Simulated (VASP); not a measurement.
Write the native input for VASP 6.6.1 that does the following.

- Task: single point
- Functional: PBEsol
- Potentials or basis: VASP PAW PBE potentials, release 64 (Sn_d)
- Cutoff: 520 eV
- k mesh: 10 × 10 × 10
- Occupations: gaussian, width 0.05 eV
- Spin: no spin polarisation
- Dipole correction: no
- Further INCAR settings: ALGO = Fast; EDIFF = 1e-06; NBANDS = 13

The structure of Sn lies in POSCAR:

```
Sn
1.0
   -2.0291894110      2.0291894110      1.6607599896
    2.0291894110     -2.0291894110      1.6607599896
    2.0291894110      2.0291894110     -1.6607599896
Sn
1
Direct
    0.0000000000      0.0000000000      0.0000000000
```

The input as run:

INCAR

```
SYSTEM = Sn
ALGO = Fast
EDIFF = 1E-6
ENCUT = 520
GGA = PS
ISIF = 2
ISMEAR = 0
LASPH = .True.
LCHARG = .False.
LREAL = .False.
LWAVE = .False.
NBANDS = 13
NELM = 100
PREC = Accurate
SIGMA = 0.05
```

KPOINTS

```
k-points
0
Gamma
  10 10 10
  0 0 0
```

Potentials or basis: VASP PAW PBE potentials, release 64 (Sn_d).

Command:

```sh
$ cat potpaw_PBE.64/Sn_d/POTCAR > POTCAR
$ mpirun -np 1 vasp_std > vasp.out
```

Results of the run:

```yaml
Pressure: -2.0 GPa
Band_gap_on_the_k_mesh: zero (band 7 reaches 14.57 eV, above the bottom of band 8 at 5.78 eV)
```

Caveat: the PAW data sets were made with another functional, which shifts forces and pressure a little; spin-orbit coupling is left out, which moves the levels of the heavy elements.

It took 22 s on 1 thread of AMD EPYC 9R45 96-Core Processor (Zen 5) (shared host), peak memory 0.14 GiB.
